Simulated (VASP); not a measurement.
# BP (F-43m) in VASP: notebook, part 2 of 2

VASP 6.6.1. Earlier steps stand in the parts before.

## 4. Single point, PBE (volume changed by -3%)

INCAR reads:

```
SYSTEM = BP
ALGO = Normal
EDIFF = 1E-7
ENCUT = 520
GGA = PE
ISIF = 2
ISMEAR = 0
LASPH = .TRUE.
LCHARG = .FALSE.
LREAL = .FALSE.
LWAVE = .FALSE.
NBANDS = 11
NELM = 80
PREC = Accurate
SIGMA = 0.01
```

KPOINTS reads:

```
k-points
0
G
  8 8 8
  0 0 0
```

POSCAR reads:

```
BP
1.0
    0.0000000000      2.2512451213      2.2512451213
    2.2512451213      0.0000000000      2.2512451213
    2.2512451213      2.2512451213      0.0000000000
B P
1 1
Direct
    0.0000000000      0.0000000000      0.0000000000
    0.2500000000      0.2500000000      0.2500000000
```

Potentials or basis: VASP PAW PBE potentials, release 64 (B, P).

On the command line:

```sh
$ cat potpaw_PBE.64/B/POTCAR potpaw_PBE.64/P/POTCAR > POTCAR
$ mpirun -np 1 vasp_std > vasp.out
```

OUTCAR:

```text
SYSTEM = BP
   EDIFF = 1E-7
   ENCUT = 520
   GGA = PE
   ISIF = 2
   ISMEAR = 0
   LASPH = .TRUE.
   LREAL = .FALSE.
   NELM = 80
   PREC = Accurate

 ion  position               nearest neighbor table
   1  0.000  0.000  0.000-   2 1.95   2 1.95   2 1.95   2 1.95
   2  0.250  0.250  0.250-   1 1.95   1 1.95   1 1.95   1 1.95

  LATTYP: Found a face centered cubic cell.
 ALAT       =     4.5024902426

  Lattice vectors:

 A1 = (   0.0000000000,   2.2512451213,   2.2512451213)
 A2 = (   2.2512451213,   0.0000000000,   2.2512451213)
 A3 = (   2.2512451213,   2.2512451213,   0.0000000000)

Analysis of symmetry for initial positions (statically):
=====================================================================
 Subroutine PRICEL returns:
 Original cell was already a primitive cell.

 Routine SETGRP: Setting up the symmetry group for a
 face centered cubic supercell.

 Subroutine GETGRP returns: Found 24 space group operations
 (whereof 24 operations were pure point group operations)
 out of a pool of 48 trial point group operations.

The static configuration has the point symmetry T_d .

Analysis of symmetry for dynamics (positions and initial velocities):
[... 166 lines left out ...]
 k-point     1 :       0.0000    0.0000    0.0000
  band No.  band energies     occupation
      1      -7.9578      2.00000
      2       7.7148      2.00000
      3       7.7148      2.00000
      4       7.7148      2.00000
      5      11.1508      0.00000
      6      11.1508      0.00000
      7      11.1508      0.00000
      8      15.4506      0.00000
      9      19.3889      0.00000
     10      19.9106      0.00000
     11      19.9106      0.00000
[... 309 lines left out ...]
 k-point    24 :      -0.3750    0.2500    0.1250
  band No.  band energies     occupation
      1      -3.8694      2.00000
      2      -0.8824      2.00000
      3       3.1141      2.00000
      4       4.5289      2.00000
      5      11.9082      0.00000
      6      12.9949      0.00000
      7      16.1763      0.00000
      8      17.6534      0.00000
      9      18.2766      0.00000
     10      22.2953      0.00000
     11      24.7548      0.00000

 [... further k-points ...]
[... 5 lines left out ...]
  --------------------------------------------------------------------------------------
  -------------------------------------------------------------------------------------
  Total        0.7110162      0.7110162      0.7110162     -0.0000000      0.0000000     -0.0000000
  in kB       49.9219736     49.9219736     49.9219736     -0.0000000      0.0000000     -0.0000000
  external PRESSURE =      49.9219736 kB  Pullay stress =       0.0000000 kB

 VOLUME and BASIS-vectors are now :
 -----------------------------------------------------------------------------
  energy-cutoff  :      520.00
  volume of cell :       22.82
      direct lattice vectors                 reciprocal lattice vectors
     0.000000000  2.251245121  2.251245121    -0.222099315  0.222099315  0.222099315
     2.251245121  0.000000000  2.251245121     0.222099315 -0.222099315  0.222099315
     2.251245121  2.251245121  0.000000000     0.222099315  0.222099315 -0.222099315

 POSITION                                       TOTAL-FORCE (eV/Angst)
 -----------------------------------------------------------------------------------
      0.00000      0.00000      0.00000        -0.000000     -0.000000     -0.000000
      1.12562      1.12562      1.12562         0.000000      0.000000      0.000000
 -----------------------------------------------------------------------------------
    total drift:                                0.000000      0.000000      0.000000

  FREE ENERGIE OF THE ION-ELECTRON SYSTEM (eV)
  ---------------------------------------------------
  free  energy   TOTEN  =       -12.9184554704 eV

  energy  without entropy=      -12.9184554704  energy(sigma->0) =      -12.91845547
```

Run time: 18 s. Hardware: 1 thread of Intel Xeon 6975P-C, shared host; peak memory 0.1 GiB.

Results:

* Free energy: -12.9185 eV
* Pressure: 5.0 GPa
* Band gap on the k mesh: 1.24 eV, indirect (least direct gap 3.44 eV)

Levels at points of the mesh, in eV from the valence-band top:
```
           k point  band 1  band 2  band 3  band 4  band 5  band 6  band 7  band 8  band 9
(0.00, 0.00, 0.00)  -15.67    0.00    0.00    0.00    3.44    3.44    3.44    7.74   11.67
(0.50, 0.00, 0.00)  -12.26   -9.20   -1.79   -1.79    3.92    4.73    4.73   10.21   14.78
(0.50, 0.50, 0.00)  -10.69   -8.71   -4.20   -4.20    1.28    1.64   12.35   12.35   15.52
```

 A k mesh can miss the band edges.

## 5. Single point, PBE (volume changed by +3%)

INCAR reads:

```
PREC = Accurate
ENCUT = 520
EDIFF = 1E-6
ISMEAR = 0
SIGMA = 0.01
LREAL = False
LASPH = True
NELM = 80
ALGO = Normal
ISIF = 2
LWAVE = False
LCHARG = True
GGA = PE
LELF = True
LVHAR = True
NBANDS = 11
```

KPOINTS reads:

```
regular mesh
0
Gamma
  8 8 8
```

POSCAR reads:

```
BP
1.0
    0.0000000000      2.2967370773      2.2967370773
    2.2967370773      0.0000000000      2.2967370773
    2.2967370773      2.2967370773      0.0000000000
B P
1 1
Direct
    0.0000000000      0.0000000000      0.0000000000
    0.2500000000      0.2500000000      0.2500000000
```

Potentials or basis: VASP PAW PBE potentials, release 64 (B, P).

On the command line:

```sh
$ cat potpaw_PBE.64/B/POTCAR potpaw_PBE.64/P/POTCAR > POTCAR
$ mpirun -np 1 vasp_std > vasp.out
```

OUTCAR:

```text
PREC = Accurate
   ENCUT = 520
   EDIFF = 1E-6
   ISMEAR = 0
   LREAL = False
   LASPH = True
   NELM = 80
   ISIF = 2
   GGA = PE

 ion  position               nearest neighbor table
   1  0.000  0.000  0.000-   2 1.99   2 1.99   2 1.99   2 1.99
   2  0.250  0.250  0.250-   1 1.99   1 1.99   1 1.99   1 1.99

  LATTYP: Found a face centered cubic cell.
 ALAT       =     4.5934741546

  Lattice vectors:

 A1 = (   0.0000000000,   2.2967370773,   2.2967370773)
 A2 = (   2.2967370773,   0.0000000000,   2.2967370773)
 A3 = (   2.2967370773,   2.2967370773,   0.0000000000)

Analysis of symmetry for initial positions (statically):
=====================================================================
 Subroutine PRICEL returns:
 Original cell was already a primitive cell.

 Routine SETGRP: Setting up the symmetry group for a
 face centered cubic supercell.

 Subroutine GETGRP returns: Found 24 space group operations
 (whereof 24 operations were pure point group operations)
 out of a pool of 48 trial point group operations.

The static configuration has the point symmetry T_d .

Analysis of symmetry for dynamics (positions and initial velocities):
=====================================================================
 Subroutine PRICEL returns:
 Original cell was already a primitive cell.

 Routine SETGRP: Setting up the symmetry group for a
 face centered cubic supercell.

 Subroutine GETGRP returns: Found 24 space group operations
 (whereof 24 operations were pure point group operations)
 out of a pool of 48 trial point group operations.

The dynamic configuration has the point symmetry T_d .

 Subroutine INISYM returns: Found 24 space group operations
 (whereof 24 operations are pure point group operations),
 and found     1 'primitive' translations

----------------------------------------------------------------------------------------

                                     Primitive cell
[... 112 lines left out ...]
  volume/ion in A,a.u.               =      12.12        81.76
  Fermi-wavevector in a.u.,A,eV,Ry     =   1.131489  2.138204 17.419085  1.280267
  Thomas-Fermi vector in A             =   2.268188
   LORBIT       =      0    0 simple, 1 ext, 2 COOP (PROOUT), +10 PAW based schemes
   GGA     = PE    functional components
   LHFCALC =     F    Hartree Fock is set to
   AEXX    =    0.0000 exact exchange contribution
   IVDW    =     0    specifies the selected vdW correction
   LEPSILON=     F    determine dielectric tensor
   LRPA    =     F    only Hartree local field effects (RPA)
 non-spin polarized calculation
 Gauss-broadening in eV      SIGMA  =   0.01
  energy-cutoff  :      520.00
  volume of cell :       24.23
 maximum number of plane-waves:       666
   NGX = 13   NGY = 13   NGZ = 13

 number of electron       7.9999999 magnetization

 Free energy of the ion-electron system (eV)
  ---------------------------------------------------
  ext. energy  EPLUGINS =         0.00000000
  ---------------------------------------------------
  free energy    TOTEN  =       -12.91827951 eV

  energy without entropy =      -12.91827951  energy(sigma->0) =      -12.91827951

 E-fermi :   7.0777     XC(G=0): -10.7505

 val. band max:        7.0076143794   @ k =   0.0000   0.0000   0.0000
 cond. band min:       8.3210738647   @ k =   0.3750   0.3750   0.0000
 fundamental gap:      1.3134594853
 Fermi energy:         7.0777287045

 k-point     1 :       0.0000    0.0000    0.0000
  band No.  band energies     occupation
      1      -8.1313      2.00000
      2       7.0076      2.00000
      3       7.0076      2.00000
      4       7.0076      2.00000
      5      10.3569      0.00000
      6      10.3569      0.00000
      7      10.3569      0.00000
      8      13.8335      0.00000
      9      18.2804      0.00000
     10      19.0340      0.00000
     11      19.0340      0.00000
[... 309 lines left out ...]
 k-point    24 :      -0.3750    0.2500    0.1250
  band No.  band energies     occupation
      1      -4.3099      2.00000
      2      -1.2163      2.00000
      3       2.5956      2.00000
      4       3.9988      2.00000
      5      11.1928      0.00000
      6      12.0819      0.00000
      7      15.0840      0.00000
      8      16.5683      0.00000
      9      17.3078      0.00000
     10      21.1834      0.00000
     11      23.5782      0.00000

 [... further k-points ...]
[... 5 lines left out ...]
  --------------------------------------------------------------------------------------
  -------------------------------------------------------------------------------------
  Total       -0.7133275     -0.7133275     -0.7133275      0.0000000      0.0000000     -0.0000000
  in kB      -47.1667219    -47.1667219    -47.1667219      0.0000000      0.0000000     -0.0000000
  external PRESSURE =     -47.1667219 kB  Pullay stress =       0.0000000 kB

 VOLUME and BASIS-vectors are now :
 -----------------------------------------------------------------------------
  energy-cutoff  :      520.00
  volume of cell :       24.23
      direct lattice vectors                 reciprocal lattice vectors
     0.000000000  2.296737077  2.296737077    -0.217700147  0.217700147  0.217700147
     2.296737077  0.000000000  2.296737077     0.217700147 -0.217700147  0.217700147
     2.296737077  2.296737077  0.000000000     0.217700147  0.217700147 -0.217700147

 POSITION                                       TOTAL-FORCE (eV/Angst)
 -----------------------------------------------------------------------------------
      0.00000      0.00000      0.00000         0.000000      0.000000      0.000000
      1.14837      1.14837      1.14837        -0.000000     -0.000000     -0.000000
 -----------------------------------------------------------------------------------
    total drift:                                0.000000      0.000000      0.000000

  FREE ENERGIE OF THE ION-ELECTRON SYSTEM (eV)
  ---------------------------------------------------
  free  energy   TOTEN  =       -12.9182795071 eV

  energy  without entropy=      -12.9182795071  energy(sigma->0) =      -12.91827951
```

Wall time 18 s (1 thread of Intel Xeon 6975P-C, shared host); peak memory 0.1 GiB.

Results:

- Free energy: -12.9183 eV
- Pressure: -4.7 GPa
- Band gap on the k mesh: 1.31 eV, indirect (least direct gap 3.35 eV)

Levels at points of the mesh, in eV from the valence-band top:
```tsv
k point	band 1	band 2	band 3	band 4	band 5	band 6	band 7	band 8
(0.00, 0.00, 0.00)	-15.14	0.00	0.00	0.00	3.35	3.35	3.35	6.83
(0.50, 0.00, 0.00)	-11.95	-8.78	-1.71	-1.71	3.57	4.69	4.69	10.00
(0.50, 0.50, 0.00)	-10.48	-8.40	-3.98	-3.98	1.40	1.69	11.78	11.78
```

 A k mesh can miss the band edges.

## 6. Single point, PBE (volume changed by +6%)

INCAR reads:

```
ALGO = Normal
EDIFF = 1E-7
ENCUT = 520
GGA = PE
ISIF = 2
ISMEAR = 0
LASPH = T
LCHARG = F
LREAL = F
LWAVE = F
NBANDS = 11
NELM = 100
PREC = Accurate
SIGMA = 0.01
```

KPOINTS reads:

```
k-points
0
Gamma
  8 8 8
```

POSCAR reads:

```
BP
1.0
    0.0000000000      2.3188224425      2.3188224425
    2.3188224425      0.0000000000      2.3188224425
    2.3188224425      2.3188224425      0.0000000000
B P
1 1
Direct
    0.0000000000      0.0000000000      0.0000000000
    0.2500000000      0.2500000000      0.2500000000
```

Potentials or basis: VASP PAW PBE potentials, release 64 (B, P).

On the command line:

```sh
$ cat potpaw_PBE.64/B/POTCAR potpaw_PBE.64/P/POTCAR > POTCAR
$ mpirun -np 1 vasp_std > vasp.out
```

Run time: 18 s. Hardware: 1 thread of Intel Xeon 6975P-C, shared host; peak memory 0.1 GiB.

The run converged. Its results:

| Quantity | Value |
| --- | --- |
| Free energy | -12.8890 eV |
| Pressure | -8.6 GPa |
| Band gap on the k mesh | 1.35 eV, indirect (least direct gap 3.31 eV) |

Levels at points of the mesh, in eV from the valence-band top:
| k point | band 1 | band 2 | band 3 | band 4 | band 5 | band 6 | band 7 | band 8 | band 9 |
| --- | --- | --- | --- | --- | --- | --- | --- | --- | --- |
| (0.00, 0.00, 0.00) | -14.89 | 0.00 | 0.00 | 0.00 | 3.31 | 3.31 | 3.31 | 6.40 | 11.09 |
| (0.50, 0.00, 0.00) | -11.81 | -8.58 | -1.68 | -1.68 | 3.40 | 4.67 | 4.67 | 9.90 | 14.21 |
| (0.50, 0.50, 0.00) | -10.38 | -8.25 | -3.88 | -3.88 | 1.46 | 1.72 | 11.52 | 11.52 | 14.47 |

 A k mesh can miss the band edges.

## 7. Summary

```csv
cell,gap on the mesh (eV),pressure (GPa)
"a = 3.151 Å, angles 60.0°, 2 atoms",1.20,11.0
"a = 3.216 Å, angles 60.0°, 2 atoms",1.28,-0.2
"a = 3.184 Å, angles 60.0°, 2 atoms",1.24,5.0
"a = 3.248 Å, angles 60.0°, 2 atoms",1.31,-4.7
"a = 3.279 Å, angles 60.0°, 2 atoms",1.35,-8.6
```

Alike in all rows: task single point; level PBE; potentials or basis VASP PAW PBE potentials, release 64 (B, P); no spin polarisation; k mesh 8 × 8 × 8; cutoff (eV) 520; smearing gaussian 0.01 eV.

Absolute energies hang on the potentials; compare differences alone.
